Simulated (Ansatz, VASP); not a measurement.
## One calculation of ZnS, two programs

```
Zn S
1.0
     0.00000    2.64016    2.64016
     2.64016    0.00000    2.64016
     2.64016    2.64016    0.00000
Zn S
1 1
Cartesian
  1.3201 1.3201 1.3201
  0.0000 0.0000 0.0000
```

Alike in both runs: task relaxation of the atoms; functional r2SCAN; k mesh 10 × 10 × 10; occupations fermi-dirac, width 0.02 eV; no spin polarisation.

|  | VASP | Ansatz |
| --- | --- | --- |
| version | VASP 6.6.1 | Ansatz 0.2.0 |
| potentials or method | VASP PAW PBE potentials, release 64 (Zn, S), cutoff 520 eV | PAW plane waves |
| valence electrons in the cell | 18 | 18 |

```tsv
	VASP	Ansatz	Ansatz less VASP
gap on the k mesh at the Fermi level, each at its own relaxed structure (eV)	3.01	2.99	-0.020
```

VASP's potentials were made for PBE, not for r2SCAN. Ansatz's warnings: stress scf threshold loose.

Noted on VASP's run: the relaxation stopped at its first step, so nothing moved.
